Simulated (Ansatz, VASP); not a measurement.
SrTiO3 in VASP and in Ansatz

File INCAR:

```
SYSTEM = SrTiO3
  ALGO = Normal
  EDIFF = 1E-7
  ENCUT = 520
  GGA = PS
  ISIF = 2
  ISMEAR = 0
  LASPH = .True.
  LCHARG = .False.
  LREAL = .False.
  LWAVE = .False.
  NBANDS = 28
  NELM = 60
  PREC = Accurate
  SIGMA = 0.05
```

Contents of KPOINTS:

```
k-points
0
Gamma
  8 8 8
  0 0 0
```

The input POSCAR:

```
SrTiO3
1.0
    3.9431369145      0.0000000000      0.0000000000
    0.0000000000      3.9431369145      0.0000000000
    0.0000000000      0.0000000000      3.8913815400
Sr Ti O
1 1 3
Direct
    0.0072188559      0.0000000000      0.0000000000
    0.5178206165      0.5000000000      0.5000000000
   -0.0291211991      0.5000000000      0.5000000000
    0.4681347103      0.0000000000      0.5000000000
    0.4681347103      0.5000000000      0.0000000000
```

Input for Ansatz:

```yaml
crystal:
  lattice:
    - [3.9431369145, 0.0, 0.0]
    - [0.0, 3.9431369145, 0.0]
    - [0.0, 0.0, 3.89138154]
  atoms:
    - { symbol: Sr, position: [0.0072188559, 0.0, 0.0] }
    - { symbol: Ti, position: [0.5178206165, 0.5, 0.5] }
    - { symbol: O, position: [-0.0291211991, 0.5, 0.5] }
    - { symbol: O, position: [0.4681347103, 0.0, 0.5] }
    - { symbol: O, position: [0.4681347103, 0.5, 0.0] }
basis:
  ecutwfc: 520.0
kpoints:
  mp_grid: { grid: [8, 8, 8] }
hamiltonian:
  xc: pbesol
  pseudopotentials: { kind: paw, azcp: { folder: soft_1 } }
scf:
  occupations: { method: gaussian, width: 0.05 }
output:
  forces: true
  stress: true
  eigenvalues: true
```

Change from the starting cell: mode 1 frozen in at -0.124 Å, equal normal strain along x and y +0.0133.

Alike in both runs: task single point; functional PBEsol; k mesh 8 × 8 × 8; occupations gaussian, width 0.05 eV; no spin polarisation.

|  | VASP | Ansatz |
| --- | --- | --- |
| version | VASP 6.6.1 | Ansatz 0.2.0 |
| potentials or method | VASP PAW PBE potentials, release 64 (Sr_sv, Ti_sv, O), cutoff 520 eV | scalar-relativistic, plane waves, PAW |
| valence electrons in the cell | 40 | 40 |

VASP gave:

* gap on the k mesh at the Fermi level (eV): 1.87
* least direct gap on the mesh (eV): 2.50
* pressure (GPa): -1.7
* traceless stress, the component that is largest in VASP (GPa): 3.28
* rms of the force components (eV/Å): 0.277

Question: Estimate Ansatz's values.

Answer: gap on the k mesh at the Fermi level (eV): 1.91; least direct gap on the mesh (eV): 2.52; pressure (GPa): -2.4; traceless stress, the component that is largest in VASP (GPa): 3.16; rms of the force components (eV/Å): 0.250.

VASP's potentials were made for PBE, not for PBEsol, and Ansatz warns of the same on its side. Atom by atom the forces differ by 0.029 eV/Å (rms over components).
